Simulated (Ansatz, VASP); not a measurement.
## Pd in VASP and in Ansatz

```
CELL_PARAMETERS angstrom
0.00000 1.97417 1.97417
1.97417 0.00000 1.97417
1.97417 1.97417 0.00000
ATOMIC_POSITIONS crystal
Pd 0.00000 0.00000 0.00000
```

Alike in both runs: functional PBE; k mesh 8 × 8 × 8; occupations gaussian, width 0.1 eV; no spin polarisation.

Ansatz relaxed the structure, and its values are those at the end. VASP's run is a single point on that final structure, the one shown.

|  | VASP | Ansatz |
| --- | --- | --- |
| version | VASP 6.6.1 | Ansatz 0.2.0 |
| potentials or method | VASP PAW PBE potentials, release 64 (Pd), cutoff 500 eV | scalar-relativistic, plane waves, PAW |
| valence electrons in the cell | 10 | 18 |

```tsv
	VASP	Ansatz	Ansatz less VASP
gap on the k mesh at the Fermi level (eV)	none	none	-
pressure (GPa)	-0.2	0.0	+0.21
```

A gap of «none» marks a metal or a gap that the smearing closes. The functional is the same, so the differences come from potentials, cutoffs and numerics. VASP's potentials hold 10 valence electrons a cell and Ansatz's 18, so a difference there can come from the potentials and not from the codes.
